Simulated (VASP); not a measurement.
A run of VASP 6.6.1 is set up as follows.

File INCAR:

```
PREC = Accurate
ENCUT = 500
EDIFF = 1E-7
ISMEAR = 1
SIGMA = 0.147
LREAL = False
LASPH = True
NELM = 120
ALGO = Normal
ISIF = 3
LWAVE = False
LCHARG = False
GGA = CA
IBRION = 2
NSW = 100
EDIFFG = -0.01
ISYM = 0
GGA_COMPAT = False
NELMIN = 4
```

KPOINTS

```
Automatic mesh
0
Gamma
  5 5 5
  0.5 0.5 0.5
```

File POSCAR:

```
AgBr
1.0
    0.0000000000      2.8701500000      2.8701500000
    2.8701500000      0.0000000000      2.8701500000
    2.8701500000      2.8701500000      0.0000000000
Ag Br
1 1
Direct
    0.0000000000      0.0000000000      0.0000000000
    0.5000000000      0.5000000000      0.5000000000
```

Potentials or basis: VASP PAW LDA potentials, release 64 (Ag, Br).

Command:

```bash
$ cat potpaw_LDA.64/Ag/POTCAR potpaw_LDA.64/Br/POTCAR > POTCAR
$ mpirun -np 1 vasp_std > vasp.out
```

(1) Predict the band gap on the k mesh.

(2) What does it give for the relaxed cell?

(3) What does it give for the space group after relaxing (to 0.1 Å)?

(4) Estimate the relaxed volume.

## Answers

(1) 1.08 eV (least direct gap 2.94 eV).

(2) a = 3.950 Å, b = 3.950 Å, c = 3.950 Å, α = 60.00°, β = 60.00°, γ = 60.00°.

(3) Fm-3m (No. 225).

(4) 21.79 Å³/atom.

Caveat: a shifted mesh leaves out Γ, where band edges can lie.
